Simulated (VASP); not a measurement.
Runs of VASP 6.6.1 on LiSi2N2. The structure is that of space group I4/mmm (No. 139), or close to it. The cells are those of the table. 

```tsv
task	cell	k mesh	cutoff (eV)	gap on the mesh (eV)	largest force (eV/Å)
single point	a = 5.051 Å, angles 136.8, 136.8, 62.7°, 5 atoms	6 × 6 × 6	520	none	3.89
single point	a = 4.578 Å, angles 133.2, 133.2, 68.3°, 5 atoms	6 × 6 × 6	520	none	(a)
single point	a = 4.552 Å, angles 132.6, 132.6, 69.3°, 5 atoms	14 × 14 × 14	520	none	0.02
relaxation of cell and atoms	relaxed from a = 5.051 Å, angles 136.8, 136.8, 62.7°, 5 atoms	6 × 6 × 6	600	none	0.02
```

Alike in all rows: level PBE; potentials or basis VASP PAW PBE potentials, release 64 (Li_sv, Si, N); no spin polarisation; smearing gaussian 0.1 eV.

Estimate the missing entries.

(a) 0.03.

Caveats: some runs use coarse meshes; forces of over 1 eV/Å act on the atoms, so gaps and moduli don't describe the material at rest (some runs).

A gap of «none» marks levels without a gap at the run's occupations.
